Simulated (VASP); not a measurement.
# EuPt3 in VASP: notebook, part 2 of 2

VASP 6.6.1. The steps go on from the part before.

**4. Single point, PBEsol, collinear spin, ferromagnetic start (18.47 Å³/atom)**

This run uses another cell than the first one, of 18.47 Å³/atom.

Input file INCAR:

```
SYSTEM = EuPt3
ALGO     = Normal         ! electronic algorithm
EDIFF    = 1E-6           ! SCF threshold, eV
ENCUT    = 520            ! plane-wave cutoff, eV
GGA      = PS             ! functional
ISIF     = 2              ! what is computed and relaxed
ISMEAR   = 0              ! smearing method
ISPIN    = 2              ! spin polarisation
LASPH    = .TRUE.         ! aspherical terms in the spheres
LCHARG   = .FALSE.        ! write CHGCAR
LMAXMIX  = 6              ! l up to which the mixer works
LORBIT   = 11             ! projections on sites
LREAL    = .FALSE.        ! projectors in reciprocal space
LWAVE    = .FALSE.        ! write WAVECAR
MAGMOM   = 7.03 0 0 0     ! initial moments
NBANDS   = 36             ! bands
NELM     = 150            ! most SCF steps
PREC     = Accurate       ! precision mode
SIGMA    = 0.05           ! smearing width, eV
```

Input file KPOINTS:

```
k-points
0
G
  8 8 8
  0 0 0
```

Input file POSCAR:

```
EuPt3
1.0
    0.0000000000      3.3303840527      3.3303840527
    3.3303840527      0.0000000000      3.3303840527
    3.3303840527      3.3303840527      0.0000000000
Eu Pt
1 3
Direct
    0.0000000000      0.0000000000      0.0000000000
    0.5000000000      0.5000000000      0.5000000000
    0.2500000000      0.2500000000      0.2500000000
    0.7500000000      0.7500000000      0.7500000000
```

Potentials or basis: VASP PAW PBE potentials, release 64 (Eu, Pt).

Started as:

```sh
$ cat potpaw_PBE.64/Eu/POTCAR potpaw_PBE.64/Pt/POTCAR > POTCAR
$ mpirun -np 1 vasp_std > vasp.out
```

OUTCAR:

```text
SYSTEM = EuPt3
   EDIFF = 1E-6
   ENCUT = 520
   GGA = PS
   ISIF = 2
   ISMEAR = 0
   ISPIN = 2
   LASPH = .TRUE.
   LORBIT = 11
   LREAL = .FALSE.
   NELM = 150
   PREC = Accurate

 ion  position               nearest neighbor table
   1  0.000  0.000  0.000-   3 2.88   4 2.88   4 2.88   4 2.88   4 2.88   3 2.88   3 2.88   3 2.88
                             2 3.33   2 3.33   2 3.33   2 3.33   2 3.33   2 3.33
   2  0.500  0.500  0.500-   3 2.88   4 2.88   3 2.88   3 2.88   3 2.88   4 2.88   4 2.88   4 2.88
                             1 3.33   1 3.33   1 3.33   1 3.33   1 3.33   1 3.33
   3  0.250  0.250  0.250-   1 2.88   2 2.88   1 2.88   1 2.88   1 2.88   2 2.88   2 2.88   2 2.88
                             4 3.33   4 3.33   4 3.33   4 3.33   4 3.33   4 3.33
   4  0.750  0.750  0.750-   1 2.88   2 2.88   2 2.88   2 2.88   2 2.88   1 2.88   1 2.88   1 2.88
                             3 3.33   3 3.33   3 3.33   3 3.33   3 3.33   3 3.33

  LATTYP: Found a face centered cubic cell.
 ALAT       =     6.6607681054

  Lattice vectors:

 A1 = (   0.0000000000,   3.3303840527,   3.3303840527)
 A2 = (   3.3303840527,   0.0000000000,   3.3303840527)
 A3 = (   3.3303840527,   3.3303840527,   0.0000000000)

Analysis of symmetry for initial positions (statically):
=====================================================================
 Subroutine PRICEL returns:
 Original cell was already a primitive cell.

 Routine SETGRP: Setting up the symmetry group for a
 face centered cubic supercell.

 Subroutine GETGRP returns: Found 48 space group operations
 (whereof 48 operations were pure point group operations)
 out of a pool of 48 trial point group operations.

The static configuration has the point symmetry O_h .

Analysis of symmetry for dynamics (positions and initial velocities):
=====================================================================
 Subroutine PRICEL returns:
 Original cell was already a primitive cell.

 Routine SETGRP: Setting up the symmetry group for a
 face centered cubic supercell.

 Subroutine GETGRP returns: Found 48 space group operations
 (whereof 48 operations were pure point group operations)
 out of a pool of 48 trial point group operations.

The dynamic configuration has the point symmetry O_h .

Analysis of structural, dynamic, and magnetic symmetry:
=====================================================================
 Subroutine PRICEL returns:
 Original cell was already a primitive cell.

 Routine SETGRP: Setting up the symmetry group for a
 face centered cubic supercell.

 Subroutine GETGRP returns: Found 48 space group operations
 (whereof 48 operations were pure point group operations)
 out of a pool of 48 trial point group operations.

The overall configuration has the point symmetry O_h .

 Subroutine INISYM returns: Found 48 space group operations
 (whereof 48 operations are pure point group operations),
 and found     1 'primitive' translations

----------------------------------------------------------------------------------------

                                     Primitive cell

  volume of cell :      73.8776

  direct lattice vectors                    reciprocal lattice vectors
     0.000000000  3.330384053  3.330384053    -0.150132835  0.150132835  0.150132835
     3.330384053  0.000000000  3.330384053     0.150132835 -0.150132835  0.150132835
     3.330384053  3.330384053  0.000000000     0.150132835  0.150132835 -0.150132835

  length of vectors
     4.709874295  4.709874295  4.709874295     0.260037698  0.260037698  0.260037698
[... 91 lines left out ...]
   ISIF   =      2    stress and relaxation
   ISYM   =      2    0-nonsym 1-usesym 2-fastsym
   POTIM  = 0.5000    time-step for ionic-motion
   TEBEG  =    0.0;   TEEND  =   0.0 temperature during run
   PSTRESS=    0.0 pullay stress
   NELECT =      47.0000    total number of electrons
   NUPDOWN=      -1.0000    fix difference up-down
   EMIN   =  10.00;   EMAX   =-10.00  energy-range for DOS
   EFERMI =   0.00;   METHOD = LEGACY
   ISMEAR =     0;   SIGMA  =   0.05  broadening in eV -4-tet -1-fermi 0-gaus
   EFERMI_NEDOS =   21; number of points for ismear=-14 and -15
   IALGO  =     38    algorithm
   IMIX   =      4    mixing-type and parameters
     AMIX     =   0.40;   BMIX     =  1.00
     AMIX_MAG =   1.60;   BMIX_MAG =  1.00
  volume/ion in A,a.u.               =      18.47       124.64
  Fermi-wavevector in a.u.,A,eV,Ry     =   1.408002  2.660737 26.973120  1.982468
  Thomas-Fermi vector in A             =   2.530204
   LORBIT       =     11    0 simple, 1 ext, 2 COOP (PROOUT), +10 PAW based schemes
   GGA     = PS    functional components
   LHFCALC =     F    Hartree Fock is set to
   AEXX    =    0.0000 exact exchange contribution
   IVDW    =     0    specifies the selected vdW correction
   LEPSILON=     F    determine dielectric tensor
   LRPA    =     F    only Hartree local field effects (RPA)
 spin polarized calculation
 Gauss-broadening in eV      SIGMA  =   0.05
  energy-cutoff  :      520.00
  volume of cell :       73.88
 maximum number of plane-waves:      2012
   NGX = 17   NGY = 17   NGZ = 17

 number of electron      47.0000000 magnetization       6.5431245

 Free energy of the ion-electron system (eV)
  ---------------------------------------------------
  ext. energy  EPLUGINS =         0.00000000
  ---------------------------------------------------
  free energy    TOTEN  =       -34.06302346 eV

  energy without entropy =      -34.05226252  energy(sigma->0) =      -34.05764299

 E-fermi :   7.3931     XC(G=0): -12.5669

 val. band max:        7.3791768208   @ k =  -0.3750   0.3750   0.1250
 cond. band min:       7.3936780654   @ k =   0.5000   0.3750   0.1250
 fundamental gap:      0.0145012446
 Fermi energy:         7.3930916135

 spin component 1

 k-point     1 :       0.0000    0.0000    0.0000
  band No.  band energies     occupation
      1     -33.3343      1.00000
      2     -12.0972      1.00000
      3     -12.0972      1.00000
      4     -12.0972      1.00000
      5      -0.3643      1.00000
      6       2.4823      1.00000
[... 901 lines left out ...]
     34      14.0148      0.00000
     35      14.2777      0.00000

 [... further k-points ...]

 spin component 2

 k-point     1 :       0.0000    0.0000    0.0000
  band No.  band energies     occupation
      1     -30.4471      1.00000
      2     -10.0491      1.00000
      3     -10.0491      1.00000
      4     -10.0491      1.00000
      5      -0.1994      1.00000
      6       2.5461      1.00000
[... 901 lines left out ...]
     34      14.6934      0.00000
     35      14.8814      0.00000

 [... further k-points ...]

 [bands above 35 left out]

------------------------ aborting loop because EDIFF is reached ----------------------------------------

  FORCE on cell =-STRESS in cart. coord.  units (eV):
  Direction    XX          YY          ZZ          XY          YZ          ZX
  --------------------------------------------------------------------------------------
  -------------------------------------------------------------------------------------
  Total       -2.6383552     -2.6383552     -2.6383552     -0.0000000     -0.0000000      0.0000000
  in kB      -57.2177653    -57.2177653    -57.2177653     -0.0000000     -0.0000000      0.0000000
  external PRESSURE =     -57.2177653 kB  Pullay stress =       0.0000000 kB

 VOLUME and BASIS-vectors are now :
 -----------------------------------------------------------------------------
  energy-cutoff  :      520.00
  volume of cell :       73.88
      direct lattice vectors                 reciprocal lattice vectors
     0.000000000  3.330384053  3.330384053    -0.150132835  0.150132835  0.150132835
     3.330384053  0.000000000  3.330384053     0.150132835 -0.150132835  0.150132835
     3.330384053  3.330384053  0.000000000     0.150132835  0.150132835 -0.150132835

 POSITION                                       TOTAL-FORCE (eV/Angst)
 -----------------------------------------------------------------------------------
      0.00000      0.00000      0.00000         0.000000      0.000000      0.000000
      3.33038      3.33038      3.33038         0.000000      0.000000      0.000000
      1.66519      1.66519      1.66519        -0.000000     -0.000000     -0.000000
      4.99558      4.99558      4.99558         0.000000      0.000000     -0.000000
 -----------------------------------------------------------------------------------
    total drift:                               -0.000000      0.000000      0.000000

  FREE ENERGIE OF THE ION-ELECTRON SYSTEM (eV)
  ---------------------------------------------------
  free  energy   TOTEN  =       -34.0630234621 eV

  energy  without entropy=      -34.0522625172  energy(sigma->0) =      -34.05764299

 total charge

# of ion       s       p       d       f       tot
--------------------------------------------------
    1        2.074   5.712   0.585   6.396  14.766
    2        0.610   0.407   8.065   0.000   9.082
    3        0.644   0.360   8.176   0.000   9.181
    4        0.644   0.360   8.176   0.000   9.181
--------------------------------------------------
tot          3.972   6.840  25.002   6.396  42.210

 magnetization (x)

# of ion       s       p       d       f       tot
--------------------------------------------------
    1       -0.002  -0.080   0.104   6.283   6.305
    2        0.009   0.007  -0.003   0.000   0.013
    3        0.015   0.023  -0.068   0.000  -0.030
    4        0.015   0.023  -0.068   0.000  -0.030
--------------------------------------------------
tot          0.036  -0.026  -0.036   6.283   6.257
```

Run time: 7.8 min. Hardware: 1 thread of Intel Xeon 8259CL, shared host; peak memory 0.33 GiB.

What came out:

```yaml
Free_energy: -34.0630 eV
Pressure: -5.7 GPa
Net_moment: 6.54 μB per cell
Site_moments: Eu +6.30; Pt +0.01, -0.03 (each value once) μB
Valence_electrons_inside_the_program's_atomic_spheres: Eu 14.77; Pt 9.08, 9.18 (each value once)
```

Levels at points of the mesh, in eV from the Fermi level:
Spin up:
```csv
k point,band 23,band 24,band 25,band 26,band 27,band 28,band 29,band 30,band 31,band 32
"(0.00, 0.00, 0.00)",-0.40,-0.40,-0.37,-0.37,-0.37,3.10,3.10,3.10,3.62,5.92
"(0.50, 0.00, 0.00)",-0.29,-0.25,-0.25,0.05,0.05,0.46,2.21,2.21,4.44,4.86
"(0.50, 0.50, 0.00)",-0.28,-0.21,-0.14,-0.14,-0.02,0.17,1.42,1.72,1.72,4.94
```
Spin down:
| k point | band 17 | band 18 | band 19 | band 20 | band 21 | band 22 | band 23 | band 24 |
| --- | --- | --- | --- | --- | --- | --- | --- | --- |
| (0.00, 0.00, 0.00) | -0.97 | -0.97 | -0.83 | -0.83 | 2.28 | 3.45 | 3.45 | 3.45 |
| (0.50, 0.00, 0.00) | -1.12 | -1.12 | -0.55 | -0.55 | 0.16 | 2.56 | 2.56 | 3.31 |
| (0.50, 0.50, 0.00) | -0.95 | -0.95 | -0.89 | -0.21 | -0.19 | 1.65 | 1.84 | 1.84 |

Caveat: the cell stands under tension; the PAW data sets were made with another functional, which shifts forces and pressure a little; spin-orbit coupling is left out, which moves the levels of the heavy elements; semilocal functionals describe open f shells poorly, which spoils levels, moments and volumes.

**5. The runs side by side**

```csv
cell,gap on the mesh (eV),pressure (GPa),moment (μB)
"a = 4.649, b = 4.718 Å, angles 59.5, 59.0, 59.5°, 4 atoms",none,0.1,6.53
"a = 4.696 Å, angles 60.0°, 4 atoms",none,-4.5,6.54
"a = 4.710 Å, angles 60.0°, 4 atoms",none,-5.7,6.54
```

Alike in all rows: task single point; level PBEsol; potentials or basis VASP PAW PBE potentials, release 64 (Eu, Pt); spin collinear, ferromagnetic start; k mesh 8 × 8 × 8; cutoff (eV) 520; smearing gaussian 0.05 eV.

Caveats: the PAW data sets were made with another functional, which shifts forces and pressure a little; spin-orbit coupling is left out, which moves the levels of the heavy elements; semilocal functionals describe open f shells poorly, which spoils levels, moments and volumes; the cell stands under tension (at least some runs).

Total energies depend on the potentials used, so only differences within one code and one set of settings carry meaning.
